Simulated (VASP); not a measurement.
# WC (Cm) in VASP: notebook

WC is run at these levels: PBEsol; tasks: single point.

All numbers are computed with VASP 6.6.1; they aren't measurements. Logs are shortened: lines on timing, memory, paths and dates and some standing lists are left out, and cuts for length are marked.

**1. The cell of the first run**

Symmetry: Cm, No. 8, monoclinic system. The conventional cell has a = 5.024 Å, b = 2.901 Å, c = 2.829 Å, α = 90.00°, β = 90.00°, γ = 90.00°. Within 2.3 Å of W (site symmetry m) lie 4 C at 1.56 to 2.23 Å. C (site symmetry m) has 4 W at 1.56 to 2.23 Å within 2.3 Å.

**2. Single point, PBEsol (atom 1 (W) moved by (-0.450, -0.450) A along y and z)**

Input file INCAR:

```
PREC = Accurate ; ENCUT = 520
EDIFF = 1E-6 ; ISMEAR = 0
SIGMA = 0.15 ; LREAL = F
LASPH = T ; NELM = 60
ALGO = Normal ; ISIF = 2
LWAVE = F ; LCHARG = T
GGA = PS ; LELF = T
LVHAR = T ; NBANDS = 16
```

Input file KPOINTS:

```
Automatic mesh
0
Gamma
  18 18 16
```

Input file POSCAR:

```
WC
1.0
    2.9005014360      0.0000000000      0.0000000000
   -1.4502507180      2.5119079273      0.0000000000
    0.0000000000      0.0000000000      2.8290000000
W C
1 1
Direct
   -0.0895733468     -0.1791466937     -0.1590668081
    0.6666666667      0.3333333333      0.5000000000
```

Potentials or basis: VASP PAW PBE potentials, release 64 (W_sv, C).

The run is started by

```sh
$ cat potpaw_PBE.64/W_sv/POTCAR potpaw_PBE.64/C/POTCAR > POTCAR
$ mpirun -np 1 vasp_std > vasp.out
```

OUTCAR:

```text
PREC = Accurate
   ENCUT = 520
   EDIFF = 1E-6
   ISMEAR = 0
   LREAL = F
   LASPH = T
   NELM = 60
   ISIF = 2
   GGA = PS

 ion  position               nearest neighbor table
   1  0.910  0.821  0.841-   2 1.56   2 2.17   2 2.17   2 2.23   2 2.69   2 2.69
   2  0.667  0.333  0.500-   1 1.56   1 2.17   1 2.17   1 2.23   1 2.69   1 2.69

  LATTYP: Found a hexagonal cell.
 ALAT       =     2.9005014360
 C/A-ratio  =     0.9753485949

  Lattice vectors:

 A1 = (   2.9005014360,   0.0000000000,   0.0000000000)
 A2 = (  -1.4502507180,   2.5119079273,   0.0000000000)
 A3 = (   0.0000000000,   0.0000000000,   2.8290000000)

Analysis of symmetry for initial positions (statically):
=====================================================================
 Subroutine PRICEL returns:
 Original cell was already a primitive cell.

 Routine SETGRP: Setting up the symmetry group for a
 hexagonal supercell.

 Subroutine GETGRP returns: Found  2 space group operations
 (whereof  2 operations were pure point group operations)
 out of a pool of 24 trial point group operations.

The static configuration has the point symmetry C_1h.

Analysis of symmetry for dynamics (positions and initial velocities):
=====================================================================
 Subroutine PRICEL returns:
 Original cell was already a primitive cell.

 Routine SETGRP: Setting up the symmetry group for a
 hexagonal supercell.

 Subroutine GETGRP returns: Found  2 space group operations
 (whereof  2 operations were pure point group operations)
 out of a pool of 24 trial point group operations.

The dynamic configuration has the point symmetry C_1h.

 Subroutine INISYM returns: Found  2 space group operations
 (whereof  2 operations are pure point group operations),
 and found     1 'primitive' translations

----------------------------------------------------------------------------------------

                                     Primitive cell

  volume of cell :      20.6115

  direct lattice vectors                    reciprocal lattice vectors
     2.900501436  0.000000000  0.000000000     0.344767973  0.199051882  0.000000000
    -1.450250718  2.511907927  0.000000000     0.000000000  0.398103764  0.000000000
     0.000000000  0.000000000  2.829000000     0.000000000  0.000000000  0.353481796

  length of vectors
     2.900501436  2.900501436  2.829000000     0.398103764  0.398103764  0.353481796

  position of ions in fractional coordinates (direct lattice)
     0.910426653  0.820853306  0.840933192
     0.666666667  0.333333333  0.500000000

  ion indices of the primitive-cell ions
   primitive index   ion index
                 1           1
                 2           2

----------------------------------------------------------------------------------------

 KPOINTS: Automatic mesh

Automatic generation of k-mesh.
 Grid dimensions read from file:
 generate k-points for:   18   18   16

 Generating k-lattice:

  Cartesian coordinates                     Fractional coordinates (reciprocal lattice)
     0.019153776  0.011058438  0.000000000     0.055555556  0.000000000  0.000000000
     0.000000000  0.022116876  0.000000000     0.000000000  0.055555556  0.000000000
     0.000000000  0.000000000  0.022092612     0.000000000  0.000000000  0.062500000

  Length of vectors
     0.022116876  0.022116876  0.022092612

  Shift w.r.t. Gamma in fractional coordinates (k-lattice)
     0.000000000  0.000000000  0.000000000

 Subroutine IBZKPT returns following result:
 ===========================================

 Found   1379 irreducible k-points:

 Following reciprocal coordinates:
            Coordinates               Weight
  0.000000  0.000000  0.000000      1.000000
  0.055556  0.000000  0.000000      4.000000
  0.000000  0.055556  0.000000      2.000000
  0.111111  0.000000  0.000000      4.000000
  0.000000  0.111111  0.000000      2.000000
  0.166667  0.000000  0.000000      4.000000
[... 16 lines left out ...]
 -0.055556  0.166667  0.000000      4.000000
 -0.166667  0.111111  0.000000      4.000000
 [... further k-points ...]
   k-points           NKPTS =   1379   k-points in BZ     NKDIM =   1379   number of bands    NBANDS=     16
   number of dos      NEDOS =    301   number of ions     NIONS =      2
   total plane-waves  NPLWV =  13824
   dimension x,y,z NGX =    24 NGY =   24 NGZ =   24
   dimension x,y,z NGXF=    48 NGYF=   48 NGZF=   48
   ions per type =               1   1
   NGX,Y,Z   is equivalent  to a cutoff of  13.76, 13.76, 14.10 a.u.
   NGXF,Y,Z  is equivalent  to a cutoff of  27.51, 27.51, 28.21 a.u.
 SYSTEM =  unknown system
   PREC   = accura    normal or accurate (medium, high low for compatibility)
   ISTART =      0    job   : 0-new  1-cont  2-samecut
   ICHARG =      2    charge: 1-file 2-atom 10-const
   ISPIN  =      1    spin polarized calculation?
   LNONCOLLINEAR =      F non collinear calculations
   LSORBIT =      F    spin-orbit coupling
   LASPH  =      T    aspherical Exc in radial PAW
   ENCUT  =  520.0 eV  38.22 Ry    6.18 a.u.   5.39  5.39  5.26*2*pi/ulx,y,z
   NELM   =     60;   NELMIN=  2; NELMDL= -5     # of ELM steps
   EDIFF  = 0.1E-05   stopping-criterion for ELM
   LREAL  =      F    real-space projection
   EDIFFG = 0.1E-04   stopping-criterion for IOM
   NSW    =      0    number of steps for IOM
   IBRION =     -1    ionic relax: 0-MD 1-quasi-New 2-CG
   NFREE  =      0    steps in history (QN), initial steepest desc. (CG)
   ISIF   =      2    stress and relaxation
   ISYM   =      2    0-nonsym 1-usesym 2-fastsym
   POTIM  = 0.5000    time-step for ionic-motion
   TEBEG  =    0.0;   TEEND  =   0.0 temperature during run
   PSTRESS=    0.0 pullay stress
   NELECT =      18.0000    total number of electrons
   NUPDOWN=      -1.0000    fix difference up-down
   EMIN   =  10.00;   EMAX   =-10.00  energy-range for DOS
   EFERMI =   0.00;   METHOD = LEGACY
   ISMEAR =     0;   SIGMA  =   0.15  broadening in eV -4-tet -1-fermi 0-gaus
   EFERMI_NEDOS =   21; number of points for ismear=-14 and -15
   IALGO  =     38    algorithm
   IMIX   =      4    mixing-type and parameters
     AMIX     =   0.40;   BMIX     =  1.00
     AMIX_MAG =   1.60;   BMIX_MAG =  1.00
  volume/ion in A,a.u.               =      10.31        69.55
  Fermi-wavevector in a.u.,A,eV,Ry     =   1.564813  2.957068 33.315762  2.448639
  Thomas-Fermi vector in A             =   2.667381
   LORBIT       =      0    0 simple, 1 ext, 2 COOP (PROOUT), +10 PAW based schemes
   GGA     = PS    functional components
   LHFCALC =     F    Hartree Fock is set to
   AEXX    =    0.0000 exact exchange contribution
   IVDW    =     0    specifies the selected vdW correction
   LEPSILON=     F    determine dielectric tensor
   LRPA    =     F    only Hartree local field effects (RPA)
 non-spin polarized calculation
 Gauss-broadening in eV      SIGMA  =   0.15
  energy-cutoff  :      520.00
  volume of cell :       20.61
 maximum number of plane-waves:       580
 NGX is ok and might be reduce to    24
   NGX = 11   NGY = 11   NGZ = 11

 number of electron      18.0000001 magnetization

 Free energy of the ion-electron system (eV)
  ---------------------------------------------------
  ext. energy  EPLUGINS =         0.00000000
  ---------------------------------------------------
  free energy    TOTEN  =       -18.87116813 eV

  energy without entropy =      -18.86032030  energy(sigma->0) =      -18.86574422

 E-fermi :  11.4829     XC(G=0): -13.7625

 val. band max:       11.4815280420   @ k =  -0.2222   0.1667   0.3125
 cond. band min:      11.4832006929   @ k =   0.0000   0.0556   0.5000
 fundamental gap:      0.0016726509
 Fermi energy:        11.4829056663

 k-point     1 :       0.0000    0.0000    0.0000
  band No.  band energies     occupation
      1     -62.5408      2.00000
      2     -27.3848      2.00000
      3     -26.4843      2.00000
      4     -26.3927      2.00000
      5      -3.1870      2.00000
      6       4.1329      2.00000
[... 8 lines left out ...]
     15      22.3913      0.00000
     16      26.6809      0.00000

 k-point     2 :       0.0556    0.0000    0.0000
  band No.  band energies     occupation
      1     -62.5389      2.00000
      2     -27.3914      2.00000
      3     -26.4883      2.00000
      4     -26.4141      2.00000
      5      -3.1059      2.00000
      6       4.1662      2.00000
[... 8 lines left out ...]
     15      22.5470      0.00000
     16      26.4787      0.00000

 k-point     3 :       0.0000    0.0556    0.0000
  band No.  band energies     occupation
      1     -62.5388      2.00000
      2     -27.4018      2.00000
      3     -26.4946      2.00000
      4     -26.3999      2.00000
      5      -3.0896      2.00000
      6       4.1640      2.00000
[... 8 lines left out ...]
     15      22.6937      0.00000
     16      26.8089      0.00000

 k-point     4 :       0.1111    0.0000    0.0000
  band No.  band energies     occupation
      1     -62.5333      2.00000
      2     -27.4118      2.00000
      3     -26.5130      2.00000
      4     -26.4601      2.00000
      5      -2.8713      2.00000
      6       4.2452      2.00000
[... 8 lines left out ...]
     15      22.9780      0.00000
     16      26.0355      0.00000

 k-point     5 :       0.0000    0.1111    0.0000
  band No.  band energies     occupation
      1     -62.5329      2.00000
      2     -27.4535      2.00000
      3     -26.5204      2.00000
      4     -26.4206      2.00000
      5      -2.8053      2.00000
      6       4.2277      2.00000
[... 8 lines left out ...]
     15      23.4266      0.00000
     16      27.1970      0.00000

 k-point     6 :       0.1667    0.0000    0.0000
  band No.  band energies     occupation
      1     -62.5248      2.00000
      2     -27.4475      2.00000
      3     -26.5951      2.00000
      4     -26.4798      2.00000
      5      -2.5087      2.00000
      6       4.2996      2.00000
[... 8 lines left out ...]
     15      23.5267      0.00000
     16      25.7070      0.00000

 k-point     7 :       0.0000    0.1667    0.0000
  band No.  band energies     occupation
      1     -62.5240      2.00000
      2     -27.5398      2.00000
      3     -26.5508      2.00000
      4     -26.4521      2.00000
      5      -2.3566      2.00000
      6       4.2373      2.00000
[... 8 lines left out ...]
     15      24.3447      0.00000
     16      27.8404      0.00000

 k-point     8 :       0.2222   -0.0000    0.0000
  band No.  band energies     occupation
      1     -62.5144      2.00000
      2     -27.4994      2.00000
      3     -26.7018      2.00000
      4     -26.4867      2.00000
      5      -2.0584      2.00000
      6       4.2359      2.00000
[... 8 lines left out ...]
     15      23.7403      0.00000
     16      25.9963      0.00000

 k-point     9 :       0.0000    0.2222    0.0000
  band No.  band energies     occupation
      1     -62.5129      2.00000
      2     -27.6548      2.00000
      3     -26.5755      2.00000
      4     -26.4904      2.00000
      5      -1.7781      2.00000
      6       4.1040      2.00000
[... 8 lines left out ...]
     15      25.3187      0.00000
     16      28.7003      0.00000
[... 172 lines left out ...]
 k-point    19 :       0.0000    0.5000    0.0000
  band No.  band energies     occupation
      1     -62.4732      2.00000
      2     -28.1078      2.00000
      3     -26.6259      2.00000
      4     -26.5965      2.00000
      5       0.9442      2.00000
      6       2.9755      2.00000
[... 8 lines left out ...]
     15      27.1048      0.00000
     16      30.4624      0.00000

 k-point    20 :       0.0556    0.0556    0.0000
  band No.  band energies     occupation
      1     -62.5349      2.00000
      2     -27.4257      2.00000
      3     -26.5101      2.00000
      4     -26.4243      2.00000
      5      -2.9161      2.00000
      6       4.2154      2.00000
[... 8 lines left out ...]
     15      23.0872      0.00000
     16      26.6906      0.00000

 k-point    21 :      -0.1111    0.0556    0.0000
  band No.  band energies     occupation
      1     -62.5352      2.00000
      2     -27.3944      2.00000
      3     -26.4890      2.00000
      4     -26.4695      2.00000
      5      -2.9625      2.00000
      6       4.2274      2.00000
[... 8 lines left out ...]
     15      22.7173      0.00000
     16      25.9594      0.00000

 k-point    22 :       0.1111    0.0556    0.0000
  band No.  band energies     occupation
      1     -62.5278      2.00000
      2     -27.4639      2.00000
      3     -26.5503      2.00000
      4     -26.4619      2.00000
      5      -2.6044      2.00000
      6       4.2770      2.00000
[... 8 lines left out ...]
     15      23.6564      0.00000
     16      26.2601      0.00000

 k-point    23 :      -0.0556    0.1667    0.0000
  band No.  band energies     occupation
      1     -62.5275      2.00000
      2     -27.4950      2.00000
      3     -26.5418      2.00000
      4     -26.4465      2.00000
      5      -2.5513      2.00000
      6       4.2575      2.00000
[... 8 lines left out ...]
     15      23.9371      0.00000
     16      27.0986      0.00000

 k-point    24 :      -0.1667    0.1111    0.0000
  band No.  band energies     occupation
      1     -62.5283      2.00000
      2     -27.4120      2.00000
      3     -26.5664      2.00000
      4     -26.4872      2.00000
      5      -2.6738      2.00000
      6       4.3050      2.00000
[... 8 lines left out ...]
     15      23.1631      0.00000
     16      25.5381      0.00000

 [... further k-points ...]

------------------------ aborting loop because EDIFF is reached ----------------------------------------

  FORCE on cell =-STRESS in cart. coord.  units (eV):
  Direction    XX          YY          ZZ          XY          YZ          ZX
  --------------------------------------------------------------------------------------
  -------------------------------------------------------------------------------------
  Total        1.1090451     22.2265079     16.2533551      0.0000000     16.0841439      0.0000000
  in kB       86.2084926   1727.7148555   1263.4086796      0.0000000   1250.2555313      0.0000000
  external PRESSURE =    1025.7773426 kB  Pullay stress =       0.0000000 kB

 VOLUME and BASIS-vectors are now :
 -----------------------------------------------------------------------------
  energy-cutoff  :      520.00
  volume of cell :       20.61
      direct lattice vectors                 reciprocal lattice vectors
     2.900501436  0.000000000  0.000000000     0.344767973  0.199051882  0.000000000
    -1.450250718  2.511907927  0.000000000     0.000000000  0.398103764  0.000000000
     0.000000000  0.000000000  2.829000000     0.000000000  0.000000000  0.353481796

 POSITION                                       TOTAL-FORCE (eV/Angst)
 -----------------------------------------------------------------------------------
      1.45025      2.06191      2.37900         0.000000     17.037211     14.510881
      1.45025      0.83730      1.41450         0.000000    -17.037211    -14.510881
 -----------------------------------------------------------------------------------
    total drift:                               -0.000000     -0.000523     -0.000407

  FREE ENERGIE OF THE ION-ELECTRON SYSTEM (eV)
  ---------------------------------------------------
  free  energy   TOTEN  =       -18.8711681317 eV

  energy  without entropy=      -18.8603203013  energy(sigma->0) =      -18.86574422
```

Wall time 2.5 min (1 thread of Intel Xeon Platinum 8488C (Sapphire Rapids), shared host); peak memory 0.52 GiB.

Results:

| Item | Value |
| --- | --- |
| Free energy | -18.8712 eV |
| Pressure | 102.6 GPa |
| Largest force | 22.379 eV/Å |
| Band gap on the k mesh | zero (bands 9 and 10 overlap by 1.05 eV) |

Forces on the atoms (eV/Å):
```
W     0.000  17.037  14.511
C     0.000 -17.037 -14.511
```

Caveat: the cell differs from its parent crystal (atom 1 (W) moved by (-0.450, -0.450) A along y and z); atoms lie so close that the PAW spheres overlap strongly, which falsifies energies and pressures; the stress differs along the axes, from 9 to 173 GPa; the PAW data sets were made with another functional, which shifts forces and pressure a little; spin-orbit coupling is left out, which moves the levels of the heavy elements.

(Continued in part 2 of 3.)
